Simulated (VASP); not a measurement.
# Ba2IrO4 (I4/mmm) in VASP: further runs

The runs below take Ba2IrO4 through single point, with LDA.

All numbers are computed with VASP 6.6.1; they aren't measurements. Logs are shortened: lines on timing, memory, paths and dates and some standing lists are left out, and cuts for length are marked.

### 1 The cell of the first run

The structure is tetragonal, space group I4/mmm (No. 139). The conventional cell has a = 3.965 Å, b = 3.965 Å, c = 13.209 Å, α = 90.00°, β = 90.00°, γ = 90.00°. Ba (site symmetry 4mm) has 9 O at 2.65 to 2.81 Å and 4 Ir at 3.40 Å within 3.5 Å. Within 2.6 Å of Ir (site symmetry 4/mmm) lie 6 O at 1.98 to 2.04 Å. O (site symmetry mmm) has 2 Ir at 1.98 Å within 2.6 Å. O (site symmetry 4mm) has 1 Ir at 2.04 Å and 5 Ba at 2.65 to 2.81 Å and 4 O at 2.84 Å within 2.9 Å.

### 2 Single point, LDA

Input file INCAR:

```
SYSTEM = Ba2IrO4
PREC = Accurate ; ENCUT = 520
EDIFF = 1E-6 ; ISMEAR = -1
SIGMA = 0.1 ; LREAL = .FALSE.
LASPH = .TRUE. ; NELM = 60
ALGO = Normal ; ISIF = 2
LWAVE = .FALSE. ; LCHARG = .TRUE.
GGA = CA ; LELF = .TRUE.
LVHAR = .TRUE. ; NBANDS = 36
```

Input file KPOINTS:

```
Automatic mesh
0
G
  9 9 9
  0 0 0
```

Input file POSCAR:

```
Ba2IrO4
1.0
   -1.9823547518      1.9823547518      6.6044900992
    1.9823547518     -1.9823547518      6.6044900992
    1.9823547518      1.9823547518     -6.6044900992
Ba Ir O
2 1 4
Direct
    0.3549070000      0.3549070000      0.0000000000
    0.6450930000      0.6450930000      0.0000000000
    0.0000000000      0.0000000000      0.0000000000
    0.5000000000      0.0000000000      0.5000000000
    0.1542060000      0.1542060000      0.0000000000
    0.8457940000      0.8457940000      0.0000000000
    0.0000000000      0.5000000000      0.5000000000
```

Potentials or basis: VASP PAW LDA potentials, release 64 (Ba_sv, Ir, O).

The run is started by

```bash
cat potpaw_LDA.64/Ba_sv/POTCAR potpaw_LDA.64/Ir/POTCAR potpaw_LDA.64/O/POTCAR > POTCAR
mpirun -np 1 vasp_std > vasp.out
```

OUTCAR:

```text
SYSTEM = Ba2IrO4
   PREC = Accurate
   ENCUT = 520
   EDIFF = 1E-6
   ISMEAR = -1
   LREAL = .FALSE.
   LASPH = .TRUE.
   NELM = 60
   ISIF = 2
   GGA = CA

 ion  position               nearest neighbor table
   1  0.355  0.355  0.000-   5 2.65   4 2.76   7 2.76   4 2.76   7 2.76   6 2.81   6 2.81   6 2.81
                             6 2.81   3 3.40   3 3.40   3 3.40   3 3.40   2 3.83   2 3.94   2 3.94
   2  0.645  0.645  0.000-   6 2.65   4 2.76   7 2.76   4 2.76   7 2.76   5 2.81   5 2.81   5 2.81
                             5 2.81   3 3.40   3 3.40   3 3.40   3 3.40   1 3.83   1 3.94   1 3.94
   3  0.000  0.000  0.000-   4 1.98   7 1.98   7 1.98   4 1.98   6 2.04   5 2.04   2 3.40   1 3.40
                             2 3.40   1 3.40   2 3.40   1 3.40   2 3.40   1 3.40
   4  0.500  0.000  0.500-   3 1.98   3 1.98   2 2.76   2 2.76   1 2.76   1 2.76
   5  0.154  0.154  0.000-   3 2.04   1 2.65   2 2.81   2 2.81   2 2.81   2 2.81
   6  0.846  0.846  0.000-   3 2.04   2 2.65   1 2.81   1 2.81   1 2.81   1 2.81
   7  0.000  0.500  0.500-   3 1.98   3 1.98   2 2.76   2 2.76   1 2.76   1 2.76

  LATTYP: Found a body centered tetragonal cell.
 ALAT       =     3.9647095036
 C/A-ratio  =     3.3316388468

  Lattice vectors:

 A1 = (  -1.9823547518,   1.9823547518,   6.6044900992)
 A2 = (   1.9823547518,  -1.9823547518,   6.6044900992)
 A3 = (   1.9823547518,   1.9823547518,  -6.6044900992)

Analysis of symmetry for initial positions (statically):
=====================================================================
 Subroutine PRICEL returns:
 Original cell was already a primitive cell.

 Routine SETGRP: Setting up the symmetry group for a
 body centered tetragonal supercell.

 Subroutine GETGRP returns: Found 16 space group operations
 (whereof 16 operations were pure point group operations)
 out of a pool of 16 trial point group operations.

The static configuration has the point symmetry D_4h.

Analysis of symmetry for dynamics (positions and initial velocities):
=====================================================================
 Subroutine PRICEL returns:
 Original cell was already a primitive cell.

 Routine SETGRP: Setting up the symmetry group for a
 body centered tetragonal supercell.

 Subroutine GETGRP returns: Found 16 space group operations
 (whereof 16 operations were pure point group operations)
 out of a pool of 16 trial point group operations.

The dynamic configuration has the point symmetry D_4h.

 Subroutine INISYM returns: Found 16 space group operations
 (whereof 16 operations are pure point group operations),
 and found     1 'primitive' translations

----------------------------------------------------------------------------------------

                                     Primitive cell

  volume of cell :     103.8155

  direct lattice vectors                    reciprocal lattice vectors
    -1.982354752  1.982354752  6.604490099     0.000000000  0.252225289  0.075706072
     1.982354752 -1.982354752  6.604490099     0.252225289  0.000000000  0.075706072
     1.982354752  1.982354752 -6.604490099     0.252225289  0.252225289  0.000000000

  length of vectors
     7.174869350  7.174869350  7.174869350     0.263341994  0.263341994  0.356700424

  position of ions in fractional coordinates (direct lattice)
     0.354907000  0.354907000  0.000000000
     0.645093000  0.645093000  0.000000000
     0.000000000  0.000000000  0.000000000
     0.500000000  0.000000000  0.500000000
     0.154206000  0.154206000  0.000000000
     0.845794000  0.845794000  0.000000000
     0.000000000  0.500000000  0.500000000

  ion indices of the primitive-cell ions
   primitive index   ion index
                 1           1
                 2           2
                 3           3
                 4           4
                 5           5
                 6           6
                 7           7

----------------------------------------------------------------------------------------

 KPOINTS: Automatic mesh

Automatic generation of k-mesh.
 Grid dimensions read from file:
 generate k-points for:    9    9    9

 Generating k-lattice:

  Cartesian coordinates                     Fractional coordinates (reciprocal lattice)
     0.000000000  0.028025032  0.008411786     0.111111111  0.000000000 -0.000000000
     0.028025032  0.000000000  0.008411786     0.000000000  0.111111111 -0.000000000
     0.028025032  0.028025032  0.000000000     0.000000000  0.000000000  0.111111111

  Length of vectors
     0.029260222  0.029260222  0.039633380

  Shift w.r.t. Gamma in fractional coordinates (k-lattice)
     0.000000000  0.000000000  0.000000000

 Subroutine IBZKPT returns following result:
 ===========================================

 Found     75 irreducible k-points:

 Following reciprocal coordinates:
            Coordinates               Weight
  0.000000  0.000000  0.000000      1.000000
  0.111111  0.000000 -0.000000      8.000000
  0.222222  0.000000 -0.000000      8.000000
  0.333333  0.000000  0.000000      8.000000
  0.444444  0.000000 -0.000000      8.000000
  0.111111  0.111111 -0.000000      8.000000
[... 16 lines left out ...]
 -0.333333  0.333333  0.000000      4.000000
  0.444444  0.444444 -0.000000      8.000000
 [... further k-points ...]
   k-points           NKPTS =     75   k-points in BZ     NKDIM =     75   number of bands    NBANDS=     36
   number of dos      NEDOS =    301   number of ions     NIONS =      7
   total plane-waves  NPLWV = 157464
   dimension x,y,z NGX =    54 NGY =   54 NGZ =   54
   dimension x,y,z NGXF=   108 NGYF=  108 NGZF=  108
   ions per type =               2   1   4
   NGX,Y,Z   is equivalent  to a cutoff of  12.51, 12.51, 12.51 a.u.
   NGXF,Y,Z  is equivalent  to a cutoff of  25.02, 25.02, 25.02 a.u.
 SYSTEM =  Ba2IrO4
   PREC   = accura    normal or accurate (medium, high low for compatibility)
   ISTART =      0    job   : 0-new  1-cont  2-samecut
   ICHARG =      2    charge: 1-file 2-atom 10-const
   ISPIN  =      1    spin polarized calculation?
   LNONCOLLINEAR =      F non collinear calculations
   LSORBIT =      F    spin-orbit coupling
   LASPH  =      T    aspherical Exc in radial PAW
   ENCUT  =  520.0 eV  38.22 Ry    6.18 a.u.  13.34 13.34 13.34*2*pi/ulx,y,z
   NELM   =     60;   NELMIN=  2; NELMDL= -5     # of ELM steps
   EDIFF  = 0.1E-05   stopping-criterion for ELM
   LREAL  =      F    real-space projection
   EDIFFG = 0.1E-04   stopping-criterion for IOM
   NSW    =      0    number of steps for IOM
   IBRION =     -1    ionic relax: 0-MD 1-quasi-New 2-CG
   NFREE  =      0    steps in history (QN), initial steepest desc. (CG)
   ISIF   =      2    stress and relaxation
   ISYM   =      2    0-nonsym 1-usesym 2-fastsym
   POTIM  = 0.5000    time-step for ionic-motion
   TEBEG  =    0.0;   TEEND  =   0.0 temperature during run
   PSTRESS=    0.0 pullay stress
   NELECT =      53.0000    total number of electrons
   NUPDOWN=      -1.0000    fix difference up-down
   EMIN   =  10.00;   EMAX   =-10.00  energy-range for DOS
   EFERMI =   0.00;   METHOD = LEGACY
   ISMEAR =    -1;   SIGMA  =   0.10  broadening in eV -4-tet -1-fermi 0-gaus
   EFERMI_NEDOS =   21; number of points for ismear=-14 and -15
   IALGO  =     38    algorithm
   IMIX   =      4    mixing-type and parameters
     AMIX     =   0.40;   BMIX     =  1.00
     AMIX_MAG =   1.60;   BMIX_MAG =  1.00
  volume/ion in A,a.u.               =      14.83       100.08
  Fermi-wavevector in a.u.,A,eV,Ry     =   1.308417  2.472549 23.292555  1.711954
  Thomas-Fermi vector in A             =   2.439085
   LORBIT       =      0    0 simple, 1 ext, 2 COOP (PROOUT), +10 PAW based schemes
   GGA     = CA    functional components
   LHFCALC =     F    Hartree Fock is set to
   AEXX    =    0.0000 exact exchange contribution
   IVDW    =     0    specifies the selected vdW correction
   LEPSILON=     F    determine dielectric tensor
   LRPA    =     F    only Hartree local field effects (RPA)
 non-spin polarized calculation
  energy-cutoff  :      520.00
  volume of cell :      103.82
 maximum number of plane-waves:      2825
 NGX is ok and might be reduce to    54
   NGX = 27   NGY = 27   NGZ = 27

 number of electron      52.9999996 magnetization

 Free energy of the ion-electron system (eV)
  ---------------------------------------------------
  ext. energy  EPLUGINS =         0.00000000
  ---------------------------------------------------
  free energy    TOTEN  =       -51.67631184 eV

  energy without entropy =      -51.56454244  energy(sigma->0) =      -51.62042714

 E-fermi :   4.5072     XC(G=0): -11.3761

 val. band max:        4.5033331672   @ k =  -0.4444   0.3333   0.0000
 cond. band min:       4.5094396784   @ k =   0.3333   0.2222   0.1111
 fundamental gap:      0.0061065112
 Fermi energy:         4.5072202695

 k-point     1 :       0.0000    0.0000    0.0000
  band No.  band energies     occupation
      1     -22.1814      2.00000
      2     -21.9028      2.00000
      3     -15.2079      2.00000
      4     -14.4157      2.00000
      5     -12.8601      2.00000
      6     -12.5534      2.00000
[... 28 lines left out ...]
     35       9.9001      0.00000
     36      10.1260      0.00000

 k-point     2 :       0.1111    0.0000   -0.0000
  band No.  band energies     occupation
      1     -22.1608      2.00000
      2     -21.8994      2.00000
      3     -15.1578      2.00000
      4     -14.3969      2.00000
      5     -12.8971      2.00000
      6     -12.5856      2.00000
[... 28 lines left out ...]
     35       9.9526      0.00000
     36      10.4214      0.00000
[... 817 lines left out ...]
     35      11.1051      0.00000
     36      11.5311      0.00000

 k-point    24 :       0.4444    0.4444   -0.0000
  band No.  band energies     occupation
      1     -21.8868      2.00000
      2     -21.8336      2.00000
      3     -14.1428      2.00000
      4     -14.1012      2.00000
      5     -12.9973      2.00000
      6     -12.5963      2.00000
[... 28 lines left out ...]
     35      11.6498      0.00000
     36      12.6203      0.00000

 [... further k-points ...]

------------------------ aborting loop because EDIFF is reached ----------------------------------------

  FORCE on cell =-STRESS in cart. coord.  units (eV):
  Direction    XX          YY          ZZ          XY          YZ          ZX
  --------------------------------------------------------------------------------------
  -------------------------------------------------------------------------------------
  Total        0.5931475      0.5931475      0.1706560      0.0000000      0.0000000      0.0000000
  in kB        9.1540070      9.1540070      2.6337233      0.0000000      0.0000000      0.0000000
  external PRESSURE =       6.9805791 kB  Pullay stress =       0.0000000 kB

 VOLUME and BASIS-vectors are now :
 -----------------------------------------------------------------------------
  energy-cutoff  :      520.00
  volume of cell :      103.82
      direct lattice vectors                 reciprocal lattice vectors
    -1.982354752  1.982354752  6.604490099     0.000000000  0.252225289  0.075706072
     1.982354752 -1.982354752  6.604490099     0.252225289  0.000000000  0.075706072
     1.982354752  1.982354752 -6.604490099     0.252225289  0.252225289  0.000000000

 POSITION                                       TOTAL-FORCE (eV/Angst)
 -----------------------------------------------------------------------------------
      0.00000      0.00000      4.68796        -0.000000     -0.000000     -0.096429
      0.00000      0.00000      8.52102        -0.000000     -0.000000      0.096429
      0.00000      0.00000      0.00000        -0.000000     -0.000000      0.000000
      0.00000      1.98235      0.00000        -0.000000     -0.000000      0.000000
      0.00000      0.00000      2.03690         0.000000      0.000000      0.141909
      0.00000      0.00000     11.17208         0.000000      0.000000     -0.141909
      1.98235      0.00000      0.00000        -0.000000     -0.000000      0.000000
 -----------------------------------------------------------------------------------
    total drift:                               -0.000000     -0.000000      0.000000

  FREE ENERGIE OF THE ION-ELECTRON SYSTEM (eV)
  ---------------------------------------------------
  free  energy   TOTEN  =       -51.6763118388 eV

  energy  without entropy=      -51.5645424379  energy(sigma->0) =      -51.62042714
```

Wall time 6 min (1 thread of Intel Xeon 6975P-C (Granite Rapids), shared host); peak memory 0.47 GiB.

Results:

| Property | Result |
| --- | --- |
| Free energy | -51.6763 eV |
| Pressure | 0.7 GPa |
| Largest force | 0.142 eV/Å |
| Band gap on the k mesh | zero (an odd number of electrons rules out a gap without spin polarisation) |

Forces in eV/Å, atoms in the order of the input:
```
Ba   0.000  0.000 -0.096
Ba   0.000  0.000  0.096
Ir   0.000  0.000  0.000
O    0.000  0.000  0.000
O    0.000  0.000  0.142
O    0.000  0.000 -0.142
O    0.000  0.000  0.000
```

Levels at points of the mesh, in eV from the Fermi level:
| k point | band 23 | band 24 | band 25 | band 26 | band 27 | band 28 | band 29 | band 30 | band 31 | band 32 |
| --- | --- | --- | --- | --- | --- | --- | --- | --- | --- | --- |
| (0.00, 0.00, 0.00) | -2.36 | -2.13 | -2.13 | -0.97 | -0.97 | -0.39 | 1.44 | 2.57 | 3.38 | 3.40 |

Caveat: spin-orbit coupling is left out, which moves the levels of the heavy elements; an odd number of electrons without spin polarisation forces a metal; a magnetic or distorted state may lie lower.

### 3 Single point, LDA

This run uses another cell than the first one, of 15.22 Å³/atom.

Input file INCAR:

```
  PREC = Accurate
  ENCUT = 520
  EDIFF = 1E-6
  ISMEAR = -1
  SIGMA = 0.1
  LREAL = False
  LASPH = True
  NELM = 80
  ALGO = Normal
  ISIF = 2
  LWAVE = False
  LCHARG = False
  NBANDS = 36
```

Input file KPOINTS:

```
Automatic mesh
0
Gamma
  9 9 9
```

POSCAR, as its differences from that of step 2:

```diff
@@ -2,5 +2,5 @@
 1.0
-   -1.9823547518      1.9823547518      6.6044900992
-    1.9823547518     -1.9823547518      6.6044900992
-    1.9823547518      1.9823547518     -6.6044900992
+   -1.9995934845      1.9995934845      6.6619233307
+    1.9995934845     -1.9995934845      6.6619233307
+    1.9995934845      1.9995934845     -6.6619233307
 Ba Ir O
```

Potentials or basis: VASP PAW LDA potentials, release 64 (Ba_sv, Ir, O).

The run is started by

```bash
cat potpaw_LDA.64/Ba_sv/POTCAR potpaw_LDA.64/Ir/POTCAR potpaw_LDA.64/O/POTCAR > POTCAR
mpirun -np 1 vasp_std > vasp.out
```

Run time: 17 min. Hardware: 1 thread of Oxide Virtual Turin-like, shared host; peak memory 0.45 GiB.

It converged, with:

```
Free energy            : -51.6566 eV
Pressure               : -3.2 GPa
Largest force          : 0.058 eV/Å
Band gap on the k mesh : zero (an odd number of electrons rules out a gap without spin polarisation)
```

Forces in eV/Å, atoms in the order of the input:
```
Ba   0.000  0.000  0.022
Ba   0.000  0.000 -0.022
Ir   0.000  0.000  0.000
O    0.000  0.000  0.000
O    0.000  0.000 -0.058
O    0.000  0.000  0.058
O    0.000  0.000  0.000
```

Stress tensor (GPa, compression positive):
```
-3.00  0.00  0.00
 0.00 -3.00  0.00
 0.00  0.00 -3.63
```

Levels at points of the mesh, in eV from the Fermi level:
```
           k point  band 24  band 25  band 26  band 27  band 28  band 29  band 30  band 31
(0.00, 0.00, 0.00)    -2.04    -2.04    -0.92    -0.92    -0.44     1.36     2.63     3.26
```

Caveat: the cell stands under tension; spin-orbit coupling is left out, which moves the levels of the heavy elements; an odd number of electrons without spin polarisation forces a metal; a magnetic or distorted state may lie lower.
